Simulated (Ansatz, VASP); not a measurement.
This is a calculation of CdSe for VASP 6.6.1.

Contents of INCAR:

```
PREC = Accurate
ENCUT = 600
EDIFF = 1E-6
ISMEAR = -1
SIGMA = 0.05
LREAL = F
LASPH = T
NELM = 100
ALGO = Normal
ISIF = 3
LWAVE = F
LCHARG = F
GGA = PE
IVDW = 13
IBRION = 2
NSW = 60
EDIFFG = -0.01
```

The input KPOINTS:

```
regular mesh
0
Gamma
  7 7 4
```

Contents of POSCAR:

```
CdSe
1.0
    4.3000000000      0.0000000000      0.0000000000
   -2.1500000000      3.7239092363      0.0000000000
    0.0000000000      0.0000000000      7.0200000000
Cd Se
2 2
Direct
    0.6666666667      0.3333333333      0.5000000000
    0.3333333333      0.6666666667      0.0000000000
    0.6666666667      0.3333333333      0.8850000000
    0.3333333333      0.6666666667      0.3850000000
```

Potentials or basis: VASP PAW PBE potentials, release 64 (Cd, Se).

Command:

```console
$ cat potpaw_PBE.64/Cd/POTCAR potpaw_PBE.64/Se/POTCAR > POTCAR
$ mpirun -np 1 vasp_std > vasp.out
```

Task: Set up the same calculation for Ansatz 0.2.0. Potentials there: Ansatz PAW.

Result: As run (the cutoff follows the program's own potentials):

input.yaml

```yaml
crystal:
  lattice:
    - [4.3, 0.0, 0.0]
    - [-2.15, 3.7239092363, 0.0]
    - [0.0, 0.0, 7.02]
  atoms:
    - { symbol: Cd, position: [0.6666666667, 0.3333333333, 0.5] }
    - { symbol: Cd, position: [0.3333333333, 0.6666666667, 0.0] }
    - { symbol: Se, position: [0.6666666667, 0.3333333333, 0.885] }
    - { symbol: Se, position: [0.3333333333, 0.6666666667, 0.385] }
hamiltonian:
  xc: pbe
  pseudopotentials: { kind: paw }
  dispersion: d4
kpoints:
  mp_grid: { grid: [7, 7, 4] }
scf:
  occupations: { method: fermi_dirac, width: 0.05 }
output:
  forces: true
  stress: true
relax:
  f_tol: 0.01
  max_steps: 40
  cell: { stress_tol: 0.05 }
```

Potentials or basis: Ansatz PAW.

The run is started by

```sh
$ ansatz run input.yaml --threads 2 --pin off --max-ram 5632MiB --backend cpu --events-out ev --progress --plain --runs-dir out
```

Both were run:

|  | VASP | Ansatz | Ansatz less VASP |
| --- | --- | --- | --- |
| relaxed volume (Å³/atom) | 28.72 | 28.58 | -0.144 |
| relaxed cell length with the largest relative difference (Å) | 7.078 | 7.064 | -0.0134 |

VASP's potentials hold 36 valence electrons a cell and Ansatz's 72, so a difference there can come from the potentials and not from the codes.

Noted on Ansatz's run: odd divisions of the mesh miss points on the zone boundary, where band edges often lie, so the gap on the mesh can be too wide; the plane-wave basis is chosen anew once the cell has moved, so the energies of steps on either side of that aren't comparable.
